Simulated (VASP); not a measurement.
# Si4C5 in VASP: further runs, part 2 of 2

VASP 6.6.1. The steps go on from the part before.

## (3) Single point, PBE, collinear spin

INCAR reads:

```
SYSTEM = Si4C5
PREC = Accurate
ENCUT = 520
EDIFF = 1E-6
ISMEAR = 0
SIGMA = 0.05
LREAL = .False.
LASPH = .True.
NELM = 150
ALGO = Normal
ISIF = 2
LWAVE = .False.
LCHARG = .False.
ISPIN = 2
MAGMOM = 0 0 0 0 0 0 0 0 2
LORBIT = 11
LDIPOL = .True.
IDIPOL = 3
DIPOL = 0.5 0.5 0.332
GGA = PE
NBANDS = 32
```

KPOINTS reads:

```
regular mesh
0
Gamma
  9 6 1
  0 0 0
```

POSCAR reads:

```
Si4C5
1.0
    3.0967389835      0.0000000000      0.0000000000
    0.0000000000      4.3794502696      0.0000000000
    0.0000000000      0.0000000000     20.1332068409
Si C
4 5
Direct
    0.5000000000      0.5000000000      0.1986767449
    0.0000000000      0.0000000000      0.2755829975
    0.5000000000      0.4971399929      0.3554907356
    0.0000000000      0.9498903522      0.4168952508
    0.0000000000      0.2500000000      0.1986767449
    0.5000000000      0.7500000000      0.2755829975
    0.0000000000      0.2559423736      0.3541649052
    0.5000000000      0.7547379257      0.4288043583
    0.5000000000      0.9214045924      0.4865189072
```

Potentials or basis: VASP PAW PBE potentials, release 64 (Si, C).

Launch:

```bash
$ cat potpaw_PBE.64/Si/POTCAR potpaw_PBE.64/C/POTCAR > POTCAR
$ mpirun -np 1 vasp_std > vasp.out
```

Wall time 13 min (1 thread of Intel Xeon Platinum 8259CL at 2.50GHz (Skylake/Cascade Lake), shared host); peak memory 0.59 GiB.

It converged, with:

- Free energy: -60.5892 eV
- Largest force: 3.844 eV/Å
- Net moment: 0.24 μB per cell
- Site moments: Si +0.09, +0.00, +0.01 (each value once); C -0.02, +0.01, -0.00, +0.00 (each value once) μB
- Valence electrons inside the program's atomic spheres: Si 1.60, 1.63, 1.71 (each value once); C 2.38, 2.49, 2.54, 2.71, 2.32

Forces on the atoms (eV/Å):
```
Si   0.000 -2.904  1.216
Si   0.000  0.644 -1.552
Si   0.000 -0.401 -1.451
Si   0.000  3.335  1.355
C    0.000  1.713 -0.095
C    0.000  0.552  0.972
C    0.000 -0.342  0.185
C    0.000 -3.778 -0.710
C    0.000  1.181  0.080
```

Levels at points of the mesh, in eV from the Fermi level:
Spin up:
```csv
k point,band 14,band 15,band 16,band 17,band 18,band 19,band 20,band 21,band 22,band 23
"(0.00, 0.00, 0.00)",-3.22,-2.37,-1.29,-0.92,-0.15,0.75,0.95,1.60,2.01,3.90
"(0.00, 0.50, 0.00)",-2.88,-2.67,-1.46,-0.87,0.07,0.44,1.41,1.61,3.49,3.80
```
Spin down:
```
           k point  band 15  band 16  band 17  band 18  band 19  band 20  band 21  band 22
(0.00, 0.00, 0.00)    -2.36    -1.27    -0.91    -0.14     0.91     1.12     1.61     2.09
(0.00, 0.50, 0.00)    -2.66    -1.45    -0.90     0.18     0.81     1.43     1.62     3.55
```

## (4) Single point, PBE, collinear spin

INCAR reads:

```
ALGO = Normal
DIPOL = 0.5 0.5 0.333
EDIFF = 1E-6
ENCUT = 520
GGA = PE
IDIPOL = 3
ISIF = 2
ISMEAR = 0
ISPIN = 2
LASPH = True
LCHARG = False
LDIPOL = True
LORBIT = 11
LREAL = False
LWAVE = False
MAGMOM = 0 0 0 0 0 0 0 0 2
NBANDS = 32
NELM = 150
PREC = Accurate
SIGMA = 0.05
```

KPOINTS reads:

```
k-points
0
Gamma
  9 6 1
```

Edit POSCAR of step 3 so:

```diff
@@ -16,2 +16,2 @@
     0.5000000000      0.7547379257      0.4288043583
-    0.5000000000      0.9214045924      0.4865189072
+    0.5000000000      1.5880712590      0.4892391599
```

Launch:

```bash
$ cat potpaw_PBE.64/Si/POTCAR potpaw_PBE.64/C/POTCAR > POTCAR
$ mpirun -np 1 vasp_std > vasp.out
```

Run time: 19 min. Hardware: 1 thread of Intel Xeon 8259CL, shared host; peak memory 0.6 GiB.

The run converged. Its results:

```
Free energy                                           : -59.6901 eV
Largest force                                         : 3.003 eV/Å
Net moment                                            : 0.37 μB per cell
Site moments                                          : Si +0.10, +0.00, +0.01, +0.02; C -0.03, +0.01, -0.00, +0.04 (each value once) μB
Valence electrons inside the program's atomic spheres : Si 1.60, 1.62, 1.65, 1.71; C 2.38, 2.49, 2.53, 2.70, 2.21
```

Forces on the atoms (eV/Å):
```
Si   0.000 -2.766  1.169
Si   0.000  0.414 -1.612
Si   0.000 -0.371 -2.520
Si   0.000  2.805 -0.341
C    0.000  1.649 -0.040
C    0.000  0.532  0.860
C    0.000 -0.423  0.249
C    0.000 -1.154  2.170
C    0.000 -0.686  0.064
```

Levels at points of the mesh, in eV from the Fermi level:
Spin up:
```tsv
k point	band 14	band 15	band 16	band 17	band 18	band 19	band 20	band 21	band 22	band 23
(0.00, 0.00, 0.00)	-2.87	-2.40	-1.30	-0.93	-0.61	0.60	1.04	1.95	2.14	3.12
(0.00, 0.50, 0.00)	-2.86	-2.63	-1.48	-0.80	0.12	0.29	1.26	1.93	2.28	3.44
```
Spin down:
```csv
k point,band 16,band 17,band 18,band 19,band 20,band 21
"(0.00, 0.00, 0.00)",-1.26,-0.92,-0.52,0.82,1.30,2.04
"(0.00, 0.50, 0.00)",-1.46,-0.84,0.30,0.75,1.42,1.98
```

## (5) Relaxation of the atoms, PBE, collinear spin

INCAR reads:

```
PREC     = Accurate       # precision mode
ENCUT    = 520            # plane-wave cutoff, eV
EDIFF    = 1E-7           # SCF threshold, eV
ISMEAR   = 0              # smearing method
SIGMA    = 0.05           # smearing width, eV
LREAL    = F              # projectors in reciprocal space
LASPH    = T              # aspherical terms in the spheres
NELM     = 200            # most SCF steps
ALGO     = Normal         # electronic algorithm
ISIF     = 2              # what is computed and relaxed
LWAVE    = F              # write WAVECAR
LCHARG   = F              # write CHGCAR
ISPIN    = 2              # spin polarisation
MAGMOM   = 0 0 0 0 0 0 0 0 2 # initial moments
LORBIT   = 11             # projections on sites
LDIPOL   = T            
IDIPOL   = 3            
DIPOL    = 0.5 0.5 0.333
GGA      = PE             # functional
IBRION   = 2              # ionic algorithm
NSW      = 36             # ionic steps
EDIFFG   = -0.025         # ionic threshold
GGA_COMPAT= F            
NELMIN   = 4            
NELMDL   = -8           
KPAR     = 4
```

KPOINTS reads:

```
regular mesh
0
Gamma
  9 6 1
```

POSCAR reads:

```
Si4C5
1.0
    3.0967389898      0.0000000000      0.0000000000
    0.0000000000      4.3794502785      0.0000000000
    0.0000000000      0.0000000000     20.1332077354
Si C
4 5
Selective dynamics
Direct
    0.5000000000      0.5000000000      0.1986767361  F F F
    0.0000000000      0.0000000000      0.2755829855  F F F
    0.5000000000      0.4971399429      0.3554907314  F F F
    0.0000000000      0.9498901297      0.4168952609  F F F
    0.0000000000      0.2500000000      0.1986767361  F F F
    0.5000000000      0.7500000000      0.2755829855  F F F
    0.0000000000      0.2559422922      0.3541649494  F F F
    0.5000000000      0.7547377184      0.4288043837  F F F
    0.5000000000      0.9214043851      0.4900107596  F F T
```

Launch:

```bash
$ cat potpaw_PBE.64/Si/POTCAR potpaw_PBE.64/C/POTCAR > POTCAR
$ mpirun -np 4 vasp_std > vasp.out
```

Wall time 3.6 min (4 MPI ranks of Intel Xeon 6975P-C (Granite Rapids), shared host); peak memory 0.58 GiB.

It converged, with:

| Item | Value |
| --- | --- |
| Free energy | -60.5893 eV |
| Energy gained by relaxing | 5.6 meV/atom |
| Ionic steps | 3 |
| Net moment | 0.23 μB per cell |
| Site moments | Si +0.09, +0.00, +0.01 (each value once); C -0.02, +0.01, -0.00, +0.00 (each value once) μB |
| Valence electrons inside the program's atomic spheres | Si 1.60, 1.63, 1.71 (each value once); C 2.38, 2.49, 2.54, 2.70, 2.32 |

The path:
```
step  energy change (eV)  largest force on free atoms (eV/Å)  pressure (GPa)
   1              0.0000                              1.4244           -0.23
   2             -0.0505                              0.0402            0.39
   3             -0.0505                              0.0003            0.37
```

Final structure:
```
Si C
1.0
     3.09674    0.00000    0.00000
     0.00000    4.37945    0.00000
     0.00000    0.00000   20.13321
Si C
4 5
Direct
  0.50000 0.50000 0.19868
  0.00000 0.00000 0.27558
  0.50000 0.49714 0.35549
  0.00000 0.94989 0.41690
  0.00000 0.25000 0.19868
  0.50000 0.75000 0.27558
  0.00000 0.25594 0.35417
  0.50000 0.75474 0.42880
  0.50000 0.92140 0.48668
```

Levels at points of the mesh, in eV from the Fermi level:
Spin up:
```tsv
k point	band 14	band 15	band 16	band 17	band 18	band 19	band 20	band 21	band 22	band 23
(0.00, 0.00, 0.00)	-3.22	-2.37	-1.29	-0.92	-0.15	0.75	0.96	1.60	2.01	3.89
(0.00, 0.50, 0.00)	-2.88	-2.66	-1.46	-0.87	0.07	0.44	1.41	1.62	3.49	3.80
```
Spin down:
```
           k point  band 14  band 15  band 16  band 17  band 18  band 19  band 20  band 21  band 22  band 23
(0.00, 0.00, 0.00)    -3.10    -2.36    -1.27    -0.91    -0.14     0.92     1.13     1.61     2.08     3.94
(0.00, 0.50, 0.00)    -2.84    -2.65    -1.45    -0.89     0.17     0.81     1.43     1.63     3.56     3.81
```

## (6) Single point, PBE, collinear spin

INCAR reads:

```
  PREC = Accurate
  ENCUT = 520
  EDIFF = 1E-6
  ISMEAR = 0
  SIGMA = 0.05
  LREAL = F
  LASPH = T
  NELM = 150
  ALGO = Normal
  ISIF = 2
  LWAVE = F
  LCHARG = F
  ISPIN = 2
  MAGMOM = 0 0 0 0 0 0 0 0 2
  LORBIT = 11
  LDIPOL = T
  IDIPOL = 3
  DIPOL = 0.5 0.5 0.335
  GGA = PE
  NBANDS = 32
```

KPOINTS reads:

```
Automatic mesh
0
Gamma
  9 6 1
```

POSCAR reads:

```
Si4C5
1.0
    3.0967389835      0.0000000000      0.0000000000
    0.0000000000      4.3794502696      0.0000000000
    0.0000000000      0.0000000000     20.1332068409
Si C
4 5
Direct
    0.5000000000      0.5000000000      0.1986767449
    0.0000000000      0.0000000000      0.2755829975
    0.5000000000      0.4971399929      0.3554907356
    0.0000000000      0.9498903522      0.4168952508
    0.0000000000      0.2500000000      0.1986767449
    0.5000000000      0.7500000000      0.2755829975
    0.0000000000      0.2559423736      0.3541649052
    0.5000000000      0.7547379257      0.4288043583
    1.0000000000      0.9214045924      0.5083491549
```

Potentials or basis: VASP PAW PBE potentials, release 64 (Si, C).

Launch:

```bash
$ cat potpaw_PBE.64/Si/POTCAR potpaw_PBE.64/C/POTCAR > POTCAR
$ mpirun -np 1 vasp_std > vasp.out
```

It took 13 min on 1 thread of Intel Xeon Platinum 8259CL at 2.50GHz (Skylake/Cascade Lake), shared host; peak memory 0.59 GiB.

The run converged. Its results:

```
Free energy                                           : -58.3510 eV
Largest force                                         : 3.308 eV/Å
Band gap on the k mesh                                : 0.22 eV (least direct gap 0.35 eV)
Net moment                                            : 0.00 μB per cell
Valence electrons inside the program's atomic spheres : Si 1.59, 1.63, 1.66, 1.79; C 2.39, 2.50, 2.54, 2.48, 2.08
```

Forces on the atoms (eV/Å):
```
Si   0.000 -2.822  1.727
Si   0.000  0.623 -0.875
Si   0.000 -0.788  0.103
Si   0.000  2.649  0.764
C    0.000  1.832 -0.455
C    0.000  0.748 -0.013
C    0.000 -0.434 -0.862
C    0.000 -1.295 -0.396
C    0.000 -0.513  0.007
```

Levels at points of the mesh, in eV from the valence-band top:
Spin up:
```tsv
k point	band 14	band 15	band 16	band 17	band 18	band 19	band 20	band 21	band 22	band 23
(0.00, 0.00, 0.00)	-1.62	-1.57	-0.81	-0.67	-0.06	0.52	1.30	2.14	2.43	3.95
(0.00, 0.50, 0.00)	-2.17	-1.48	-1.31	-0.57	-0.28	0.53	1.45	2.07	3.75	4.49
```
Spin down:
```csv
k point,band 16,band 17,band 18,band 19,band 20,band 21
"(0.00, 0.00, 0.00)",-0.80,-0.67,-0.06,0.52,1.30,2.14
"(0.00, 0.50, 0.00)",-1.31,-0.57,-0.28,0.53,1.45,2.07
```

## (7) Overview

```csv
task,cell,atoms held fixed (from 0),gap on the mesh (eV),moment (μB),largest force (eV/Å)
single point,"as given, atomic positions A",-,none,0.12,3.83
single point,"as given, atomic positions B",-,none,0.24,3.84
single point,"as given, atomic positions C",-,none,0.37,3.00
relaxation of the atoms,"atoms relaxed, atomic positions D","[0, 4, 1, 5, 2, 6, 3, 7, 8]",none,0.23,-
single point,"as given, atomic positions E",-,0.22,0.00,3.31
```

Alike in all rows: level PBE; potentials or basis VASP PAW PBE potentials, release 64 (Si, C); spin collinear; k mesh 9 × 6 × 1; cutoff (eV) 520; smearing gaussian 0.05 eV.

Absolute energies hang on the potentials; compare differences alone.
